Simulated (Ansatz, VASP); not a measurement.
# One calculation of CrCdB3, two programs

```xyz
5
Lattice="4.3196 0.0000 0.0000 0.0000 4.3196 0.0000 0.0000 0.0000 4.3196" Properties=species:S:1:pos:R:3 pbc="T T T"
Cr    0.0000    0.0000    0.0000
Cd    2.1598    2.1598    2.1598
B     0.0000    2.1598    2.1598
B     2.1598    0.0000    2.1598
B     2.1598    2.1598    0.0000
```

Alike in both runs: functional PBE; k mesh 6 × 6 × 6; occupations gaussian, width 0.1 eV; collinear spin.

Ansatz relaxed the structure, and its values are those at the end. VASP's run is a single point on that final structure, the one shown.

|  | VASP | Ansatz |
| --- | --- | --- |
| version | VASP 6.6.1 | Ansatz 0.2.0 |
| potentials or method | VASP PAW PBE potentials, release 64 (Cr_pv, Cd, B), cutoff 520 eV | scalar-relativistic, plane waves, PAW |
| valence electrons in the cell | 33 | 43 |

```csv
,VASP,Ansatz,Ansatz less VASP
gap on the k mesh at the Fermi level (eV),none,none,-
pressure (GPa),0.3,-0.1,-0.40
net moment per atom (μB),0.85,0.84,-0.003
size of the moment on the site where the two differ most (μB),3.88,3.98,+0.099
```

Site moments also hang on the region over which each program counts them. A gap of «none» marks a metal or a gap that the smearing closes. The functional is the same, so the differences come from potentials, cutoffs and numerics. VASP's potentials hold 33 valence electrons a cell and Ansatz's 43, so a difference there can come from the potentials and not from the codes.
